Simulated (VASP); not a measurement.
# PtS2 in VASP: relaxation of the atoms with PBE+D3(BJ)

Aim: the relaxation of the atoms of PtS2 with PBE+D3(BJ).

Everything below comes from runs of VASP 6.6.1. Logs are shortened: lines on timing, memory, paths and dates and some standing lists are left out, and cuts for length are marked.

## 1. The cell of the first run

The cell holds a slab with vacuum, 6 atoms: a = 3.542 Å, b = 3.542 Å, c = 22.467 Å, α = 90.00°, β = 90.00°, γ = 120.00°.

## 2. Relaxation of the atoms, PBE+D3(BJ)

Input file INCAR:

```
PREC = Accurate
ENCUT = 520
EDIFF = 1E-6
ISMEAR = 0
SIGMA = 0.05
LREAL = F
LASPH = T
NELM = 80
ALGO = Normal
ISIF = 2
LWAVE = F
LCHARG = F
LDIPOL = T
IDIPOL = 3
DIPOL = 0.5 0.5 0.390
GGA = PE
IVDW = 12
IBRION = 2
NSW = 40
EDIFFG = -0.003
```

Input file KPOINTS:

```
regular mesh
0
Gamma
  9 9 1
```

Input file POSCAR:

```
PtS2
1.0
    3.5415278079      0.0000000000      0.0000000000
   -1.7707639039      3.0670530498      0.0000000000
    0.0000000000      0.0000000000     22.4670615492
S Pt
4 2
Selective dynamics
Direct
    0.6666666667      0.3333333333      0.2002932155  F F F
    0.3333333333      0.6666666667      0.3108341854  F F T
    0.3333333333      0.6666666667      0.4684426912  F F T
    0.6666666667      0.3333333333      0.5789836611  F F T
    0.0000000000      0.0000000000      0.2555637004  F F T
    1.0000000000      1.0000000000      0.5237131761  F F T
```

Potentials or basis: VASP PAW PBE potentials, release 64 (S, Pt).

Command:

```sh
$ cat potpaw_PBE.64/S/POTCAR potpaw_PBE.64/Pt/POTCAR > POTCAR
$ mpirun -np 1 vasp_std > vasp.out
```

OUTCAR:

```text
PREC = Accurate
   ENCUT = 520
   EDIFF = 1E-6
   ISMEAR = 0
   LREAL = F
   LASPH = T
   NELM = 80
   ISIF = 2
   GGA = PE
   IVDW = 12
   IBRION = 2
   NSW = 40
   EDIFFG = -0.003
 IVDW          = 12

 ion  position               nearest neighbor table
   1  0.667  0.333  0.200-   5 2.39   5 2.39   5 2.39
   2  0.333  0.667  0.311-   5 2.39   5 2.39   5 2.39
   3  0.333  0.667  0.468-   6 2.39   6 2.39   6 2.39
   4  0.667  0.333  0.579-   6 2.39   6 2.39   6 2.39
   5  0.000  0.000  0.256-   1 2.39   1 2.39   1 2.39   2 2.39   2 2.39   2 2.39
   6  0.000  0.000  0.524-   3 2.39   3 2.39   3 2.39   4 2.39   4 2.39   4 2.39

  LATTYP: Found a hexagonal cell.
 ALAT       =     3.5415278079
 C/A-ratio  =     6.3438896340

  Lattice vectors:

 A1 = (   3.5415278079,   0.0000000000,   0.0000000000)
 A2 = (  -1.7707639039,   3.0670530498,   0.0000000000)
 A3 = (   0.0000000000,   0.0000000000,  22.4670615492)

Analysis of symmetry for initial positions (statically):
=====================================================================
 Subroutine PRICEL returns:
 Original cell was already a primitive cell.

 Routine SETGRP: Setting up the symmetry group for a
 hexagonal supercell.

 Subroutine GETGRP returns: Found 12 space group operations
 (whereof  6 operations were pure point group operations)
 out of a pool of 24 trial point group operations.

The static configuration has the point symmetry C_3v.
 The point group associated with its full space group is D_3h.

Analysis of symmetry for dynamics (positions and initial velocities):
=====================================================================
 Subroutine PRICEL returns:
 Original cell was already a primitive cell.

 Routine SETGRP: Setting up the symmetry group for a
 hexagonal supercell.

 Subroutine GETGRP returns: Found 12 space group operations
 (whereof  6 operations were pure point group operations)
 out of a pool of 24 trial point group operations.

The dynamic configuration has the point symmetry C_3v.
 The point group associated with its full space group is D_3h.

Analysis of constrained symmetry for selective dynamics:
=====================================================================
 Subroutine PRICEL returns:
 Original cell was already a primitive cell.

 Routine SETGRP: Setting up the symmetry group for a
 hexagonal supercell.

 Subroutine GETGRP returns: Found  6 space group operations
 (whereof  6 operations were pure point group operations)
 out of a pool of 24 trial point group operations.

The constrained configuration has the point symmetry C_3v.

 Subroutine INISYM returns: Found  6 space group operations
 (whereof  6 operations are pure point group operations),
 and found     1 'primitive' translations

----------------------------------------------------------------------------------------

                                     Primitive cell

  volume of cell :     244.0384

  direct lattice vectors                    reciprocal lattice vectors
     3.541527808  0.000000000  0.000000000     0.282364012  0.163022938  0.000000000
    -1.770763904  3.067053050  0.000000000     0.000000000  0.326045877  0.000000000
     0.000000000  0.000000000 22.467061549     0.000000000  0.000000000  0.044509603

  length of vectors
     3.541527808  3.541527808 22.467061549     0.326045877  0.326045877  0.044509603

  position of ions in fractional coordinates (direct lattice)
     0.666666667  0.333333333  0.200293215
     0.333333333  0.666666667  0.310834185
     0.333333333  0.666666667  0.468442691
     0.666666667  0.333333333  0.578983661
     0.000000000  0.000000000  0.255563700
     0.000000000  0.000000000  0.523713176

  ion indices of the primitive-cell ions
   primitive index   ion index
                 1           1
                 2           2
                 3           3
                 4           4
                 5           5
                 6           6

----------------------------------------------------------------------------------------

 KPOINTS: regular mesh

Automatic generation of k-mesh.
 Grid dimensions read from file:
 generate k-points for:    9    9    1

 Generating k-lattice:

  Cartesian coordinates                     Fractional coordinates (reciprocal lattice)
     0.031373779  0.018113660  0.000000000     0.111111111 -0.000000000  0.000000000
     0.000000000  0.036227320  0.000000000     0.000000000  0.111111111  0.000000000
     0.000000000  0.000000000  0.044509603     0.000000000  0.000000000  1.000000000

  Length of vectors
     0.036227320  0.036227320  0.044509603

  Shift w.r.t. Gamma in fractional coordinates (k-lattice)
     0.000000000  0.000000000  0.000000000

 Subroutine IBZKPT returns following result:
 ===========================================

 Found     12 irreducible k-points:

 Following reciprocal coordinates:
            Coordinates               Weight
  0.000000  0.000000  0.000000      1.000000
  0.111111 -0.000000  0.000000      6.000000
  0.222222  0.000000  0.000000      6.000000
  0.333333 -0.000000  0.000000      6.000000
  0.444444  0.000000  0.000000      6.000000
  0.111111  0.111111  0.000000      6.000000
  0.222222  0.111111  0.000000     12.000000
  0.333333  0.111111  0.000000     12.000000
  0.444444  0.111111  0.000000      6.000000
  0.222222  0.222222  0.000000      6.000000
  0.333333  0.222222  0.000000     12.000000
  0.333333  0.333333  0.000000      2.000000
   k-points           NKPTS =     12   k-points in BZ     NKDIM =     12   number of bands    NBANDS=     26
   number of dos      NEDOS =    301   number of ions     NIONS =      6
   total plane-waves  NPLWV = 131712
   dimension x,y,z NGX =    28 NGY =   28 NGZ =  168
   dimension x,y,z NGXF=    56 NGYF=   56 NGZF=  336
   ions per type =               4   2
   NGX,Y,Z   is equivalent  to a cutoff of  13.14, 13.14, 12.43 a.u.
   NGXF,Y,Z  is equivalent  to a cutoff of  26.29, 26.29, 24.86 a.u.
 SYSTEM =  unknown system
   PREC   = accura    normal or accurate (medium, high low for compatibility)
   ISTART =      0    job   : 0-new  1-cont  2-samecut
   ICHARG =      2    charge: 1-file 2-atom 10-const
   ISPIN  =      1    spin polarized calculation?
   LNONCOLLINEAR =      F non collinear calculations
   LSORBIT =      F    spin-orbit coupling
   LASPH  =      T    aspherical Exc in radial PAW
   ENCUT  =  520.0 eV  38.22 Ry    6.18 a.u.   6.58  6.58 41.77*2*pi/ulx,y,z
   NELM   =     80;   NELMIN=  2; NELMDL= -5     # of ELM steps
   EDIFF  = 0.1E-05   stopping-criterion for ELM
   LREAL  =      F    real-space projection
   EDIFFG = -.3E-02   stopping-criterion for IOM
   NSW    =     40    number of steps for IOM
   IBRION =      2    ionic relax: 0-MD 1-quasi-New 2-CG
   NFREE  =      1    steps in history (QN), initial steepest desc. (CG)
   ISIF   =      2    stress and relaxation
   ISYM   =      2    0-nonsym 1-usesym 2-fastsym
   POTIM  = 0.5000    time-step for ionic-motion
   TEBEG  =    0.0;   TEEND  =   0.0 temperature during run
   PSTRESS=    0.0 pullay stress
   NELECT =      44.0000    total number of electrons
   NUPDOWN=      -1.0000    fix difference up-down
   EMIN   =  10.00;   EMAX   =-10.00  energy-range for DOS
   EFERMI =   0.00;   METHOD = LEGACY
   ISMEAR =     0;   SIGMA  =   0.05  broadening in eV -4-tet -1-fermi 0-gaus
   EFERMI_NEDOS =   21; number of points for ismear=-14 and -15
   IALGO  =     38    algorithm
   IMIX   =      4    mixing-type and parameters
     AMIX     =   0.40;   BMIX     =  1.00
     AMIX_MAG =   1.60;   BMIX_MAG =  1.00
  volume/ion in A,a.u.               =      40.67       274.48
  Fermi-wavevector in a.u.,A,eV,Ry     =   0.924854  1.747720 11.637800  0.855354
  Thomas-Fermi vector in A             =   2.050645
   LORBIT       =      0    0 simple, 1 ext, 2 COOP (PROOUT), +10 PAW based schemes
   GGA     = PE    functional components
   LHFCALC =     F    Hartree Fock is set to
   AEXX    =    0.0000 exact exchange contribution
   IVDW    =    12    specifies the selected vdW correction
   LEPSILON=     F    determine dielectric tensor
   LRPA    =     F    only Hartree local field effects (RPA)
 conjugate gradient relaxation of ions
 non-spin polarized calculation
 Gauss-broadening in eV      SIGMA  =   0.05
  energy-cutoff  :      520.00
  volume of cell :      244.04
 maximum number of plane-waves:      6671
 NGX is ok and might be reduce to    28
   NGX = 13   NGY = 13   NGZ = 83

--------------------------------------- Ionic step        1  -------------------------------------------

 number of electron      44.0000000 magnetization

 Free energy of the ion-electron system (eV)
  ---------------------------------------------------
  ext. energy  EPLUGINS =         0.00000000
  ---------------------------------------------------
  free energy    TOTEN  =       -30.86851928 eV

  energy without entropy =      -30.86851928  energy(sigma->0) =      -30.86851928

------------------------ aborting loop because EDIFF is reached ----------------------------------------

 Edisp (eV)   -1.87340

 E8    (eV) :    -0.7763
[... 117 lines left out ...]
  FREE ENERGIE OF THE ION-ELECTRON SYSTEM (eV)
  ---------------------------------------------------
  free  energy   TOTEN  =       -32.7423386453 eV

  energy  without entropy=      -32.7423386453  energy(sigma->0) =      -32.74233865

 dipolmoment           0.000000      0.000000     -0.000005 electrons x Angstroem

[... ionic steps 4 to 9 ...]

--------------------------------------- Ionic step       10  -------------------------------------------

 number of electron      44.0000000 magnetization

------------------------ aborting loop because EDIFF is reached ----------------------------------------
[... 83 lines left out ...]
--------------------------------------- Ionic step       12  -------------------------------------------

 number of electron      44.0000000 magnetization

 dipolmoment           0.000000      0.000000      0.000039 electrons x Angstroem

 Free energy of the ion-electron system (eV)
  ---------------------------------------------------
  ext. energy  EPLUGINS =         0.00000000
  ---------------------------------------------------
  free energy    TOTEN  =       -30.86885230 eV

  energy without entropy =      -30.86885230  energy(sigma->0) =      -30.86885230

 E-fermi :  -0.3117     XC(G=0):  -5.4324

 val. band max:       -0.5513824987   @ k =   0.1111   0.1111   0.0000
 cond. band min:       0.8568345489   @ k =   0.2222   0.0000   0.0000
 fundamental gap:      1.4082170476
 Fermi energy:        -0.3117024612

 k-point     1 :       0.0000    0.0000    0.0000
  band No.  band energies     occupation
      1     -14.9223      2.00000
      2     -14.8838      2.00000
      3     -12.7286      2.00000
      4     -12.6356      2.00000
      5      -6.4096      2.00000
      6      -6.4096      2.00000
[... 337 lines left out ...]
     25       1.4591      0.00000
     26       1.4697      0.00000

------------------------ aborting loop because EDIFF is reached ----------------------------------------

 vacuum level on the upper side and lower side of the slab       (xc-potential included)        -0.044        -0.020

 Edisp (eV)   -1.87361

 E8    (eV) :    -0.7764

  FORCE on cell =-STRESS in cart. coord.  units (eV):
  Direction    XX          YY          ZZ          XY          YZ          ZX
  --------------------------------------------------------------------------------------
  -------------------------------------------------------------------------------------
  Total      -0.25281    -0.25281    -0.12440    -0.00000     0.00000     0.00000
  in kB      -1.65980    -1.65980    -0.81674    -0.00000     0.00000     0.00000
  external pressure =       -1.38 kB  Pullay stress =        0.00 kB
[... 21 lines left out ...]
  FREE ENERGIE OF THE ION-ELECTRON SYSTEM (eV)
  ---------------------------------------------------
  free  energy   TOTEN  =       -32.7424629512 eV

  energy  without entropy=      -32.7424629512  energy(sigma->0) =      -32.74246295

 reached required accuracy - stopping structural energy minimisation

 vacuum level on the upper side and lower side of the slab         5.458         5.473
```

It took 4.2 min on 1 thread of Intel Xeon Platinum 8559C (Emerald Rapids), shared host; peak memory 0.41 GiB.

What came out:

```yaml
Free_energy: -32.7425 eV
Energy_gained_by_relaxing: 0.1 meV/atom
Ionic_steps: 12
Band_gap_on_the_k_mesh: 1.41 eV (least direct gap 1.51 eV)
Dispersion_energy_per_atom: -0.312 eV
```

Step by step:
```tsv
step	energy change (eV)	largest force on free atoms (eV/Å)	pressure (GPa)
1	0.0000	0.0728	-0.26
2	-0.0004	0.0277	-0.20
3	-0.0004	0.0360	-0.19
4	-0.0005	0.0165	-0.16
5	-0.0005	0.0130	-0.15
6	-0.0005	0.0091	-0.14
7	-0.0005	0.0120	-0.14
8	-0.0005	0.0062	-0.14
9	-0.0005	0.0031	-0.14
10	-0.0005	0.0047	-0.14
11	-0.0005	0.0033	-0.14
12	-0.0005	0.0030	-0.14
```

Final structure:
```yaml
crystal:
  lattice:
    - [3.54153, 0.00000, 0.00000]
    - [-1.77076, 3.06705, 0.00000]
    - [0.00000, 0.00000, 22.46706]
  atoms:
    - { symbol: S, position: [0.66667, 0.33333, 0.20029] }
    - { symbol: S, position: [0.33333, 0.66667, 0.31047] }
    - { symbol: S, position: [0.33333, 0.66667, 0.46862] }
    - { symbol: S, position: [0.66667, 0.33333, 0.57878] }
    - { symbol: Pt, position: [0.00000, 0.00000, 0.25547] }
    - { symbol: Pt, position: [0.00000, 0.00000, 0.52362] }
```

Caveat: spin-orbit coupling is left out, which moves the levels of the heavy elements.
